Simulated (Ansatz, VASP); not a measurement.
Tl in VASP and in Ansatz

```xyz
2
Lattice="-2.6545 2.6545 1.4193 2.6545 -2.6545 1.4193 2.6545 2.6545 -1.4193" Properties=species:S:1:pos:R:3 pbc="T T T"
Tl    0.0000   -1.3272   -0.3548
Tl    0.0000    1.3272    0.3548
```

Change from the starting cell: volume scaled by 0.6, LAPW.

Alike in both runs: task single point; functional PBE; k mesh 13 × 13 × 13; occupations fermi-dirac, width 0.08 eV; no spin polarisation.

```csv
,VASP,Ansatz
version,VASP 6.6.1,Ansatz 0.2.0
potentials or method,"VASP PAW PBE potentials, release 64 (Tl_d), cutoff 520 eV","all-electron LAPW, scalar-relativistic"
```

```tsv
	VASP	Ansatz	Ansatz less VASP
pressure (GPa)	47.0	47.1	+0.07
traceless stress, the component that is largest in VASP (GPa)	-0.22	-0.22	+0.001
```

Both programs put the cell under a high pressure, so it lies far from rest at this level. Ansatz ran all-electron here, and VASP with PAW potentials.

Spin-orbit coupling is off throughout.
